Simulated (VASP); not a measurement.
# MoS2 in VASP: a series of runs, part 2 of 2

VASP 6.6.1.

## 4. Relaxation of cell and atoms, PBE+D3(BJ)

This run uses another cell than the first one.

File INCAR:

```
PREC = Accurate
ENCUT = 600
EDIFF = 1E-6
ISMEAR = -1
SIGMA = 0.05
LREAL = False
LASPH = True
NELM = 80
ALGO = Normal
ISIF = 3
LWAVE = False
LCHARG = False
GGA = PE
IVDW = 12
IBRION = 2
NSW = 60
EDIFFG = -0.01
```

File KPOINTS:

```
regular mesh
0
Gamma
  7 7 1
```

File POSCAR:

```
MoS2
1.0
    3.1840155185      0.0000000000      0.0000000000
   -1.5920077592      2.7574383250      0.0000000000
    0.0000000000      0.0000000000     28.3873198000
Mo S
3 6
Direct
    0.3333333333      0.6666666667      0.2281647700
    0.3333333333      0.6666666667      0.7718352300
    0.6666666667      0.3333333333      0.0000000000
    0.6666666667      0.3333333333      0.1734930900
    0.6666666667      0.3333333333      0.7171875100
    0.3333333333      0.6666666667      0.9453341200
    0.6666666667      0.3333333333      0.2828124900
    0.6666666667      0.3333333333      0.8265069100
    0.3333333333      0.6666666667      0.0546658800
```

Potentials or basis: VASP PAW PBE potentials, release 64 (Mo_sv, S).

Run with:

```console
> cat potpaw_PBE.64/Mo_sv/POTCAR potpaw_PBE.64/S/POTCAR > POTCAR
> mpirun -np 1 vasp_std > vasp.out
```

OUTCAR:

```text
PREC = Accurate
   ENCUT = 600
   EDIFF = 1E-6
   ISMEAR = -1
   LREAL = False
   LASPH = True
   NELM = 80
   ISIF = 3
   GGA = PE
   IVDW = 12
   IBRION = 2
   NSW = 60
   EDIFFG = -0.01
 IVDW          = 12

 ion  position               nearest neighbor table
   1  0.333  0.667  0.228-   7 2.41   7 2.41   7 2.41   4 2.41   4 2.41   4 2.41
   2  0.333  0.667  0.772-   5 2.41   5 2.41   5 2.41   8 2.41   8 2.41   8 2.41
   3  0.667  0.333  0.000-   6 2.41   9 2.41   6 2.41   9 2.41   6 2.41   9 2.41
   4  0.667  0.333  0.173-   1 2.41   1 2.41   1 2.41
   5  0.667  0.333  0.717-   2 2.41   2 2.41   2 2.41
   6  0.333  0.667  0.945-   3 2.41   3 2.41   3 2.41
   7  0.667  0.333  0.283-   1 2.41   1 2.41   1 2.41
   8  0.667  0.333  0.827-   2 2.41   2 2.41   2 2.41
   9  0.333  0.667  0.055-   3 2.41   3 2.41   3 2.41

  LATTYP: Found a hexagonal cell.
 ALAT       =     3.1840155185
 C/A-ratio  =     8.9155720615

  Lattice vectors:

 A1 = (   3.1840155185,   0.0000000000,   0.0000000000)
 A2 = (  -1.5920077592,   2.7574383250,   0.0000000000)
 A3 = (   0.0000000000,   0.0000000000,  28.3873198000)

Analysis of symmetry for initial positions (statically):
=====================================================================
 Subroutine PRICEL returns:
 Original cell was already a primitive cell.

 Routine SETGRP: Setting up the symmetry group for a
 hexagonal supercell.

 Subroutine GETGRP returns: Found 12 space group operations
 (whereof 12 operations were pure point group operations)
 out of a pool of 24 trial point group operations.

The static configuration has the point symmetry D_3h.

Analysis of symmetry for dynamics (positions and initial velocities):
=====================================================================
 Subroutine PRICEL returns:
 Original cell was already a primitive cell.

 Routine SETGRP: Setting up the symmetry group for a
 hexagonal supercell.

 Subroutine GETGRP returns: Found 12 space group operations
 (whereof 12 operations were pure point group operations)
 out of a pool of 24 trial point group operations.
[... 106 lines left out ...]
   POTIM  = 0.5000    time-step for ionic-motion
   TEBEG  =    0.0;   TEEND  =   0.0 temperature during run
   PSTRESS=    0.0 pullay stress
   NELECT =      78.0000    total number of electrons
   NUPDOWN=      -1.0000    fix difference up-down
   EMIN   =  10.00;   EMAX   =-10.00  energy-range for DOS
   EFERMI =   0.00;   METHOD = LEGACY
   ISMEAR =    -1;   SIGMA  =   0.05  broadening in eV -4-tet -1-fermi 0-gaus
   EFERMI_NEDOS =   21; number of points for ismear=-14 and -15
   IALGO  =     38    algorithm
   IMIX   =      4    mixing-type and parameters
     AMIX     =   0.40;   BMIX     =  1.00
     AMIX_MAG =   1.60;   BMIX_MAG =  1.00
  volume/ion in A,a.u.               =      27.69       186.88
  Fermi-wavevector in a.u.,A,eV,Ry     =   1.111487  2.100407 16.808697  1.235404
  Thomas-Fermi vector in A             =   2.248051
   LORBIT       =      0    0 simple, 1 ext, 2 COOP (PROOUT), +10 PAW based schemes
   GGA     = PE    functional components
   LHFCALC =     F    Hartree Fock is set to
   AEXX    =    0.0000 exact exchange contribution
   IVDW    =    12    specifies the selected vdW correction
   LEPSILON=     F    determine dielectric tensor
   LRPA    =     F    only Hartree local field effects (RPA)
 conjugate gradient relaxation of ions
 non-spin polarized calculation
  energy-cutoff  :      600.00
  volume of cell :      249.23
 maximum number of plane-waves:      8371
 NGX is ok and might be reduce to    28
   NGX = 13   NGY = 13   NGZ =113

--------------------------------------- Ionic step        1  -------------------------------------------

 number of electron      77.9999997 magnetization

 Free energy of the ion-electron system (eV)
  ---------------------------------------------------
  ext. energy  EPLUGINS =         0.00000000
  ---------------------------------------------------
  free energy    TOTEN  =       -65.53545833 eV

  energy without entropy =      -65.53545812  energy(sigma->0) =      -65.53545823

------------------------ aborting loop because EDIFF is reached ----------------------------------------

 Edisp (eV)   -3.33009

 E8    (eV) :    -1.3741
[... 126 lines left out ...]
  FREE ENERGIE OF THE ION-ELECTRON SYSTEM (eV)
  ---------------------------------------------------
  free  energy   TOTEN  =       -68.8930975169 eV

  energy  without entropy=      -68.8930974119  energy(sigma->0) =      -68.89309746

[... ionic steps 4 to 18 ...]

--------------------------------------- Ionic step       19  -------------------------------------------

 number of electron      77.9999998 magnetization

------------------------ aborting loop because EDIFF is reached ----------------------------------------
[... 89 lines left out ...]
--------------------------------------- Ionic step       21  -------------------------------------------

 number of electron      77.9999998 magnetization

 Free energy of the ion-electron system (eV)
  ---------------------------------------------------
  ext. energy  EPLUGINS =         0.00000000
  ---------------------------------------------------
  free energy    TOTEN  =       -65.40031097 eV

  energy without entropy =      -65.40030921  energy(sigma->0) =      -65.40031009

 E-fermi :   4.1396     XC(G=0):  -7.8769

 val. band max:        3.6259574607   @ k =   0.0000   0.0000   0.0000
 cond. band min:       4.7512308763   @ k =   0.1429   0.1429   0.0000
 fundamental gap:      1.1252734156
 Fermi energy:         4.1396370859

 k-point     1 :       0.0000    0.0000    0.0000
  band No.  band energies     occupation
      1     -57.8110      2.00000
      2     -57.8084      2.00000
      3     -57.8084      2.00000
      4     -31.9745      2.00000
      5     -31.9714      2.00000
      6     -31.9713      2.00000
[... 421 lines left out ...]
  FREE ENERGIE OF THE ION-ELECTRON SYSTEM (eV)
  ---------------------------------------------------
  free  energy   TOTEN  =       -68.9716975615 eV

  energy  without entropy=      -68.9716957991  energy(sigma->0) =      -68.97169668

 reached required accuracy - stopping structural energy minimisation
```

OSZICAR:

```text
N       E                     dE             d eps       ncg     rms          rms(c)
DAV:   1     0.793646412370E+03    0.79365E+03   -0.45440E+04   824   0.170E+03
DAV:   2    -0.152562701684E+02   -0.80890E+03   -0.79126E+03   910   0.403E+02
DAV:   3    -0.681710309380E+02   -0.52915E+02   -0.52055E+02   938   0.911E+01
[... 267 lines left out ...]
DAV:   1    -0.654003257253E+02   -0.93729E-03   -0.52592E-03   736   0.423E-01    0.937E-02
DAV:   2    -0.654003210086E+02    0.47167E-05   -0.31174E-04   940   0.956E-02    0.212E-02
DAV:   3    -0.654003139041E+02    0.71045E-05   -0.45736E-05   958   0.277E-02    0.182E-02
DAV:   4    -0.654003119636E+02    0.19405E-05   -0.94018E-06   832   0.147E-02    0.646E-03
DAV:   5    -0.654003109689E+02    0.99473E-06   -0.24141E-06   612   0.817E-03
  21 F= -.68971698E+02 E0= -.68971697E+02  d E =-.203545E-04
```

CONTCAR:

```text
MoS2
   1.00000000000000
     3.1502699864603114   -0.0000000000006367   -0.0000000000000000
    -1.5751349931812368    2.7282138369918449    0.0000000000000000
    -0.0000000000000000   -0.0000000000000000   26.6882721512685102
  Mo              S
     3     6
Direct
     0.3333333332999970    0.6666666667000030    0.2268004865826568
     0.3333333332999970    0.6666666667000030    0.7731995134173433
     0.6666666667000030    0.3333333332999970    0.0000000000000000
     0.6666666667000030    0.3333333332999970    0.1681219305686943
     0.6666666667000030    0.3333333332999970    0.7144840350300516
     0.3333333332999970    0.6666666667000030    0.9413752240883332
     0.6666666667000030    0.3333333332999970    0.2855159649699484
     0.6666666667000030    0.3333333332999970    0.8318780694313055
     0.3333333332999970    0.6666666667000030    0.0586247759116669

  0.00000000E+00  0.00000000E+00  0.00000000E+00
  0.00000000E+00  0.00000000E+00  0.00000000E+00
  0.00000000E+00  0.00000000E+00  0.00000000E+00
  0.00000000E+00  0.00000000E+00  0.00000000E+00
  0.00000000E+00  0.00000000E+00  0.00000000E+00
  0.00000000E+00  0.00000000E+00  0.00000000E+00
  0.00000000E+00  0.00000000E+00  0.00000000E+00
  0.00000000E+00  0.00000000E+00  0.00000000E+00
  0.00000000E+00  0.00000000E+00  0.00000000E+00
```

It took 25 min on 1 thread of AMD EPYC 9R45 (Zen 5), shared host; peak memory 0.5 GiB.

Results:

* Free energy: -68.9717 eV
* Relaxed cell: a = 3.150 Å, b = 3.150 Å, c = 26.688 Å, α = 90.00°, β = 90.00°, γ = 120.00°
* Space group after relaxing (to 0.1 Å): P-6m2 (No. 187)
* Energy gained by relaxing: 11.8 meV/atom
* Ionic steps: 21
* Largest force after relaxing: 0.009 eV/Å
* Band gap on the k mesh: 1.13 eV (least direct gap 2.13 eV)
* Dispersion energy per atom: -0.397 eV

Forces in eV/Å, atoms in the order of the input:
```
Mo   0.000  0.000 -0.009
Mo   0.000  0.000  0.009
Mo   0.000  0.000  0.000
S    0.000  0.000  0.005
S    0.000  0.000 -0.005
S    0.000  0.000 -0.006
S    0.000  0.000  0.005
S    0.000  0.000 -0.005
S    0.000  0.000  0.006
```

The path:
```tsv
step	energy change (eV)	largest force (eV/Å)	pressure (GPa)	volume (Å³)
1	0.0000	0.1572	-1.25	249.23
2	-0.0185	0.4250	1.35	241.52
3	-0.0276	0.3257	0.36	244.28
4	-0.0339	0.1041	-0.44	243.72
5	-0.0368	0.1004	-0.16	243.92
6	-0.0435	0.0962	-0.15	242.97
7	-0.0625	0.0850	-0.10	240.13
8	-0.0922	0.1234	0.09	234.45
9	-0.0833	0.3313	0.95	223.07
10	-0.1018	0.2291	0.47	230.05
11	-0.1056	0.0552	-0.17	230.09
12	-0.1057	0.0486	-0.13	230.09
13	-0.1059	0.0269	-0.09	229.79
14	-0.1060	0.0644	-0.03	229.47
15	-0.1060	0.0483	-0.04	229.58
16	-0.1061	0.0163	0.01	229.34
17	-0.1061	0.0223	0.06	229.24
18	-0.1061	0.0176	0.05	229.29
19	-0.1061	0.0158	0.05	229.31
20	-0.1061	0.0152	0.04	229.32
21	-0.1062	0.0086	-0.02	229.38
```

Final structure:
```cif
data_structure
_symmetry_space_group_name_H-M 'P 1'
_symmetry_Int_Tables_number 1
_cell_length_a 3.1503
_cell_length_b 3.1503
_cell_length_c 26.6883
_cell_angle_alpha 90.000
_cell_angle_beta 90.000
_cell_angle_gamma 120.000
_cell_volume 229.38
loop_
_atom_site_label
_atom_site_type_symbol
_atom_site_fract_x
_atom_site_fract_y
_atom_site_fract_z
_atom_site_occupancy
Mo1 Mo 0.33333 0.66667 0.22680 1
Mo2 Mo 0.33333 0.66667 0.77320 1
Mo3 Mo 0.66667 0.33333 0.00000 1
S1 S 0.66667 0.33333 0.16812 1
S2 S 0.66667 0.33333 0.71448 1
S3 S 0.33333 0.66667 0.94138 1
S4 S 0.66667 0.33333 0.28552 1
S5 S 0.66667 0.33333 0.83188 1
S6 S 0.33333 0.66667 0.05862 1
```

## 5. Summary

```csv
task,level,potentials or basis,cell,k mesh,cutoff (eV),gap on the mesh (eV),largest force (eV/Å)
single point,LDA,"VASP PAW LDA potentials, release 64 (Mo_sv, S)","a = 3.122, b = 3.122, c = 27.639 Å, angles 90.0, 90.0, 120.0°, 9 atoms, atomic positions A",10 × 10 × 1,520,1.01,0.02
single point,PBE+D3(BJ),"VASP PAW PBE potentials, release 64 (Mo_sv, S)","a = 3.149, b = 3.149, c = 18.744 Å, angles 90.0, 90.0, 120.0°, 9 atoms, atomic positions B",7 × 7 × 1,520,1.05,0.02
relaxation of cell and atoms,PBE+D3(BJ),"VASP PAW PBE potentials, release 64 (Mo_sv, S)","relaxed from a = 3.184, b = 3.184, c = 28.387 Å, angles 90.0, 90.0, 120.0°, 9 atoms, atomic positions C",7 × 7 × 1,600,1.13,0.01
```

Alike in all rows: no spin polarisation; smearing fermi-dirac 0.05 eV.

Caveats: an odd mesh through Γ misses points on the zone boundary, where band edges can lie (at least some runs).

Total energies depend on the potentials used, so only differences within one code and one set of settings carry meaning.
